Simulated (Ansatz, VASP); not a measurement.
**One calculation of Ni, two programs**

```xyz
1
Lattice="-1.3648 1.3648 1.3648 1.3648 -1.3648 1.3648 1.3648 1.3648 -1.3648" Properties=species:S:1:pos:R:3 pbc="T T T"
Ni    0.0000    0.0000    0.0000
```

Alike in both runs: functional PBEsol; dispersion D3(BJ); k mesh 17 × 17 × 17; occupations fermi-dirac, width 0.15 eV; collinear spin.

Ansatz relaxed the structure, and its values are those at the end. VASP's run is a single point on that final structure, the one shown.

```csv
,VASP,Ansatz
version,VASP 6.6.1,Ansatz 0.2.0
potentials or method,"VASP PAW PBE potentials, release 64 (Ni)","plane waves, PAW"
plane-wave cutoff (eV),600,420
valence electrons in the cell,10,18
```

```tsv
	VASP	Ansatz	Ansatz less VASP
pressure (GPa)	-0.3	0.0	+0.32
net moment per atom (μB)	0.27	0.30	+0.031
size of the moment on the site where the two differ most (μB)	0.27	0.32	+0.044
```

VASP's potentials were made for PBE, not for PBEsol. Site moments also hang on the region over which each program counts them. VASP's potentials hold 10 valence electrons a cell and Ansatz's 18, so a difference there can come from the potentials and not from the codes.
